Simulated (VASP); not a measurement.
Here is a VASP 6.6.1 calculation.

Contents of INCAR:

```
PREC = Accurate
ENCUT = 520
EDIFF = 1E-8
ISMEAR = 0
SIGMA = 0.01
LREAL = False
LASPH = True
NELM = 60
ALGO = Normal
ISIF = 2
LWAVE = False
LCHARG = False
NBANDS = 11
IBRION = 8
NSW = 1
```

KPOINTS

```
Automatic mesh
0
Gamma
  8 8 8
```

The input POSCAR:

```
BeS
1.0
    2.3060990272      2.3060990272      0.0000000000
   -2.3060990272      2.3060990272      0.0000000000
    0.0000000000      2.3060990272      2.3060990272
Be S
1 1
Direct
    0.0000000000      0.0000000000      0.0000000000
    0.7500000000      0.2500000000      0.5000000000
```

Potentials or basis: VASP PAW LDA potentials, release 64 (Be, S).

The run is started by

```bash
$ cat potpaw_LDA.64/Be/POTCAR potpaw_LDA.64/S/POTCAR > POTCAR
$ mpirun -np 1 vasp_std > vasp.out
```

(1) Predict the highest phonon frequency at Γ, LO-TO splitting left out.

Answers

(1) 693 cm⁻¹.

Caveat: the cell wasn't relaxed at this level first, which shifts response properties.
